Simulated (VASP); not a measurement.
# SnTe (R3m) in VASP: notebook, part 2 of 2

VASP 6.6.1. The steps go on from the part before.

### 4 Single point, PBE+D3(BJ)

The input, INCAR:

```
SYSTEM = SnTe
PREC = Accurate
ENCUT = 520
EDIFF = 1E-6
ISMEAR = 0
SIGMA = 0.15
LREAL = .False.
LASPH = .True.
NELM = 80
ALGO = Normal
ISIF = 2
LWAVE = .False.
LCHARG = .True.
GGA = PE
IVDW = 12
LELF = .True.
LVHAR = .True.
NBANDS = 17
```

The input, KPOINTS:

```
Automatic mesh
0
Gamma
  16 16 16
  0 0 0
```

The input, POSCAR:

```
SnTe
1.0
    3.8258851498      0.0000000000      0.0000000000
    0.0000000000      3.8258851498      0.0000000000
    0.0000000000      0.0000000000      3.8258851498
Sn Te
1 1
Direct
    0.0377265813      0.0377265813      0.0377265813
    0.5000000000      0.5000000000      0.5000000000
```

Potentials or basis: VASP PAW PBE potentials, release 64 (Sn_d, Te).

Run with:

```sh
> cat potpaw_PBE.64/Sn_d/POTCAR potpaw_PBE.64/Te/POTCAR > POTCAR
> mpirun -np 1 vasp_std > vasp.out
```

OUTCAR:

```text
SYSTEM = SnTe
   PREC = Accurate
   ENCUT = 520
   EDIFF = 1E-6
   ISMEAR = 0
   LREAL = .False.
   LASPH = .True.
   NELM = 80
   ISIF = 2
   GGA = PE
   IVDW = 12
 IVDW          = 12

 ion  position               nearest neighbor table
   1  0.038  0.038  0.038-   2 3.06   2 3.24   2 3.24   2 3.24   2 3.40   2 3.40   2 3.40   2 3.56

   2  0.500  0.500  0.500-   1 3.06   1 3.24   1 3.24   1 3.24   1 3.40   1 3.40   1 3.40   1 3.56

  LATTYP: Found a simple cubic cell.
 ALAT       =     3.8258851498

  Lattice vectors:

 A1 = (   3.8258851498,   0.0000000000,   0.0000000000)
 A2 = (   0.0000000000,   3.8258851498,   0.0000000000)
 A3 = (   0.0000000000,   0.0000000000,   3.8258851498)

Analysis of symmetry for initial positions (statically):
=====================================================================
 Subroutine PRICEL returns:
 Original cell was already a primitive cell.

 Routine SETGRP: Setting up the symmetry group for a
 simple cubic supercell.

 Subroutine GETGRP returns: Found  6 space group operations
 (whereof  6 operations were pure point group operations)
 out of a pool of 48 trial point group operations.

The static configuration has the point symmetry C_3v.

Analysis of symmetry for dynamics (positions and initial velocities):
=====================================================================
 Subroutine PRICEL returns:
 Original cell was already a primitive cell.

 Routine SETGRP: Setting up the symmetry group for a
 simple cubic supercell.

 Subroutine GETGRP returns: Found  6 space group operations
 (whereof  6 operations were pure point group operations)
 out of a pool of 48 trial point group operations.

The dynamic configuration has the point symmetry C_3v.

 Subroutine INISYM returns: Found  6 space group operations
 (whereof  6 operations are pure point group operations),
 and found     1 'primitive' translations

----------------------------------------------------------------------------------------

                                     Primitive cell

  volume of cell :      56.0010

  direct lattice vectors                    reciprocal lattice vectors
     3.825885150  0.000000000  0.000000000     0.261377423  0.000000000  0.000000000
     0.000000000  3.825885150  0.000000000     0.000000000  0.261377423  0.000000000
     0.000000000  0.000000000  3.825885150     0.000000000  0.000000000  0.261377423

  length of vectors
     3.825885150  3.825885150  3.825885150     0.261377423  0.261377423  0.261377423

  position of ions in fractional coordinates (direct lattice)
     0.037726581  0.037726581  0.037726581
     0.500000000  0.500000000  0.500000000

  ion indices of the primitive-cell ions
   primitive index   ion index
                 1           1
                 2           2

----------------------------------------------------------------------------------------

 KPOINTS: Automatic mesh

Automatic generation of k-mesh.
 Grid dimensions read from file:
 generate k-points for:   16   16   16

 Generating k-lattice:

  Cartesian coordinates                     Fractional coordinates (reciprocal lattice)
     0.016336089  0.000000000  0.000000000     0.062500000  0.000000000  0.000000000
     0.000000000  0.016336089  0.000000000     0.000000000  0.062500000  0.000000000
     0.000000000  0.000000000  0.016336089     0.000000000  0.000000000  0.062500000

  Length of vectors
     0.016336089  0.016336089  0.016336089

  Shift w.r.t. Gamma in fractional coordinates (k-lattice)
     0.000000000  0.000000000  0.000000000

 Subroutine IBZKPT returns following result:
 ===========================================

 Found    417 irreducible k-points:

 Following reciprocal coordinates:
            Coordinates               Weight
  0.000000  0.000000  0.000000      1.000000
  0.062500  0.000000  0.000000      6.000000
  0.125000  0.000000  0.000000      6.000000
  0.187500  0.000000  0.000000      6.000000
  0.250000  0.000000  0.000000      6.000000
  0.312500  0.000000  0.000000      6.000000
[... 16 lines left out ...]
 -0.062500  0.437500  0.000000     12.000000
  0.500000  0.062500  0.000000     12.000000
 [... further k-points ...]
   k-points           NKPTS =    417   k-points in BZ     NKDIM =    417   number of bands    NBANDS=     17
   number of dos      NEDOS =    301   number of ions     NIONS =      2
   total plane-waves  NPLWV =  21952
   dimension x,y,z NGX =    28 NGY =   28 NGZ =   28
   dimension x,y,z NGXF=    56 NGYF=   56 NGZF=   56
   ions per type =               1   1
   NGX,Y,Z   is equivalent  to a cutoff of  12.17, 12.17, 12.17 a.u.
   NGXF,Y,Z  is equivalent  to a cutoff of  24.33, 24.33, 24.33 a.u.
 SYSTEM =  SnTe
   PREC   = accura    normal or accurate (medium, high low for compatibility)
   ISTART =      0    job   : 0-new  1-cont  2-samecut
   ICHARG =      2    charge: 1-file 2-atom 10-const
   ISPIN  =      1    spin polarized calculation?
   LNONCOLLINEAR =      F non collinear calculations
   LSORBIT =      F    spin-orbit coupling
   LASPH  =      T    aspherical Exc in radial PAW
   ENCUT  =  520.0 eV  38.22 Ry    6.18 a.u.   7.11  7.11  7.11*2*pi/ulx,y,z
   NELM   =     80;   NELMIN=  2; NELMDL= -5     # of ELM steps
   EDIFF  = 0.1E-05   stopping-criterion for ELM
   LREAL  =      F    real-space projection
[... 7 lines left out ...]
   TEBEG  =    0.0;   TEEND  =   0.0 temperature during run
   PSTRESS=    0.0 pullay stress
   NELECT =      20.0000    total number of electrons
   NUPDOWN=      -1.0000    fix difference up-down
   EMIN   =  10.00;   EMAX   =-10.00  energy-range for DOS
   EFERMI =   0.00;   METHOD = LEGACY
   ISMEAR =     0;   SIGMA  =   0.15  broadening in eV -4-tet -1-fermi 0-gaus
   EFERMI_NEDOS =   21; number of points for ismear=-14 and -15
   IALGO  =     38    algorithm
   IMIX   =      4    mixing-type and parameters
     AMIX     =   0.40;   BMIX     =  1.00
     AMIX_MAG =   1.60;   BMIX_MAG =  1.00
  volume/ion in A,a.u.               =      28.00       188.96
  Fermi-wavevector in a.u.,A,eV,Ry     =   1.161501  2.194919 18.355408  1.349084
  Thomas-Fermi vector in A             =   2.298072
   LORBIT       =      0    0 simple, 1 ext, 2 COOP (PROOUT), +10 PAW based schemes
   GGA     = PE    functional components
   LHFCALC =     F    Hartree Fock is set to
   AEXX    =    0.0000 exact exchange contribution
   IVDW    =    12    specifies the selected vdW correction
   LEPSILON=     F    determine dielectric tensor
   LRPA    =     F    only Hartree local field effects (RPA)
 non-spin polarized calculation
 Gauss-broadening in eV      SIGMA  =   0.15
  energy-cutoff  :      520.00
  volume of cell :       56.00
 maximum number of plane-waves:      1528
   NGX = 15   NGY = 15   NGZ = 15

 number of electron      19.9999994 magnetization

 Free energy of the ion-electron system (eV)
  ---------------------------------------------------
  ext. energy  EPLUGINS =         0.00000000
  ---------------------------------------------------
  free energy    TOTEN  =        -7.06540269 eV

  energy without entropy =       -7.05050188  energy(sigma->0) =       -7.05795228

 E-fermi :   7.8023     XC(G=0): -10.1411

 val. band max:        7.7929228887   @ k =   0.4375   0.4375   0.0625
 cond. band min:       7.8034305814   @ k =  -0.3125   0.4375   0.0000
 fundamental gap:      0.0105076926
 Fermi energy:         7.8022759469

 k-point     1 :       0.0000    0.0000    0.0000
  band No.  band energies     occupation
      1     -13.7888      2.00000
      2     -13.7888      2.00000
      3     -13.7452      2.00000
      4     -13.7452      2.00000
      5     -13.7403      2.00000
      6      -4.9869      2.00000
[... 9 lines left out ...]
     16      18.8963      0.00000
     17      18.9085      0.00000

 k-point     2 :       0.0625    0.0000    0.0000
  band No.  band energies     occupation
      1     -13.7887      2.00000
      2     -13.7873      2.00000
      3     -13.7458      2.00000
      4     -13.7454      2.00000
      5     -13.7407      2.00000
      6      -4.9537      2.00000
[... 9 lines left out ...]
     16      18.6471      0.00000
     17      18.6681      0.00000
[... 421 lines left out ...]
 k-point    24 :       0.5000    0.0625    0.0000
  band No.  band energies     occupation
      1     -13.7861      2.00000
      2     -13.7594      2.00000
      3     -13.7583      2.00000
      4     -13.7476      2.00000
      5     -13.7410      2.00000
      6      -3.6434      2.00000
[... 9 lines left out ...]
     16      18.9834      0.00000
     17      19.4740      0.00000

 [... further k-points ...]

------------------------ aborting loop because EDIFF is reached ----------------------------------------

 Edisp (eV)   -0.88812

 E8    (eV) :    -0.4149

  FORCE on cell =-STRESS in cart. coord.  units (eV):
  Direction    XX          YY          ZZ          XY          YZ          ZX
  --------------------------------------------------------------------------------------
  -------------------------------------------------------------------------------------
  Total       0.22794     0.22794     0.22794     0.15049     0.15049     0.15049
  in kB       6.52119     6.52119     6.52119     4.30553     4.30553     4.30553
  external pressure =        6.52 kB  Pullay stress =        0.00 kB

 VOLUME and BASIS-vectors are now :
 -----------------------------------------------------------------------------
  energy-cutoff  :      520.00
  volume of cell :       56.00
      direct lattice vectors                 reciprocal lattice vectors
     3.825885150  0.000000000  0.000000000     0.261377423  0.000000000  0.000000000
     0.000000000  3.825885150  0.000000000     0.000000000  0.261377423  0.000000000
     0.000000000  0.000000000  3.825885150     0.000000000  0.000000000  0.261377423

 POSITION                                       TOTAL-FORCE (eV/Angst)
 -----------------------------------------------------------------------------------
      0.14434      0.14434      0.14434        -0.049351     -0.049351     -0.049351
      1.91294      1.91294      1.91294         0.049351      0.049351      0.049351
 -----------------------------------------------------------------------------------
    total drift:                                0.000516      0.000516      0.000521

  FREE ENERGIE OF THE ION-ELECTRON SYSTEM (eV)
  ---------------------------------------------------
  free  energy   TOTEN  =        -7.9535217396 eV

  energy  without entropy=       -7.9386209311  energy(sigma->0) =       -7.94607134
```

OSZICAR:

```text
N       E                     dE             d eps       ncg     rms          rms(c)
DAV:   1     0.120988017579E+03    0.12099E+03   -0.90960E+03 14309   0.150E+03
DAV:   2     0.332354107702E+01   -0.11766E+03   -0.11458E+03 15036   0.332E+02
DAV:   3    -0.685650423817E+01   -0.10180E+02   -0.10052E+02 17886   0.856E+01
DAV:   4    -0.712302146695E+01   -0.26652E+00   -0.26620E+00 17207   0.141E+01
DAV:   5    -0.713270632749E+01   -0.96849E-02   -0.96843E-02 20103   0.268E+00    0.529E+00
DAV:   6    -0.706687974942E+01    0.65827E-01   -0.14868E-01 19452   0.280E+00    0.338E+00
DAV:   7    -0.706572304082E+01    0.11567E-02   -0.29056E-02 17354   0.946E-01    0.101E+00
DAV:   8    -0.706537007487E+01    0.35297E-03   -0.35165E-03 17854   0.465E-01    0.140E-01
DAV:   9    -0.706541076135E+01   -0.40686E-04   -0.42052E-04 19332   0.147E-01    0.565E-02
DAV:  10    -0.706540483589E+01    0.59255E-05   -0.29373E-05 17989   0.383E-02    0.358E-02
DAV:  11    -0.706540318264E+01    0.16533E-05   -0.14743E-05 18249   0.345E-02    0.135E-02
DAV:  12    -0.706540268622E+01    0.49642E-06   -0.14387E-06 11800   0.958E-03
   1 F= -.79535217E+01 E0= -.79460713E+01  d E =-.149008E-01
```

Wall time 5.2 min (1 thread of Intel Xeon 8259CL, shared host); peak memory 0.5 GiB.

Results:

- Free energy: -7.9535 eV
- Pressure: 0.7 GPa
- Largest force: 0.085 eV/Å
- Band gap on the k mesh: zero (bands 10 and 11 overlap by 1.91 eV)
- Dispersion energy per atom: -0.444 eV

Forces in eV/Å, atoms in the order of the input:
```
Sn  -0.049 -0.049 -0.049
Te   0.049  0.049  0.049
```

Stress tensor (GPa, compression positive):
```
0.65 0.43 0.43
0.43 0.65 0.43
0.43 0.43 0.65
```

Caveat: the cell differs from its parent crystal (all Sn atoms moved -0.250 Å, as atom 1 towards its neighbour atom 2 (Te) at 3.313 Å); spin-orbit coupling is left out, which moves the levels of the heavy elements.

### 5 Overview

| cell | gap on the mesh (eV) | pressure (GPa) | largest force (eV/Å) |
| --- | --- | --- | --- |
| as given, atomic positions A | none | 3.8 | 0.74 |
| as given, atomic positions B | none | 1.9 | 0.29 |
| as given, atomic positions C | none | 0.7 | 0.09 |

Alike in all rows: task single point; level PBE+D3(BJ); potentials or basis VASP PAW PBE potentials, release 64 (Sn_d, Te); no spin polarisation; k mesh 16 × 16 × 16; cutoff (eV) 520; smearing gaussian 0.15 eV.

Caveats: spin-orbit coupling is left out, which moves the levels of the heavy elements; the cell stands under pressure (at least some runs).

Absolute energies hang on the potentials; compare differences alone.
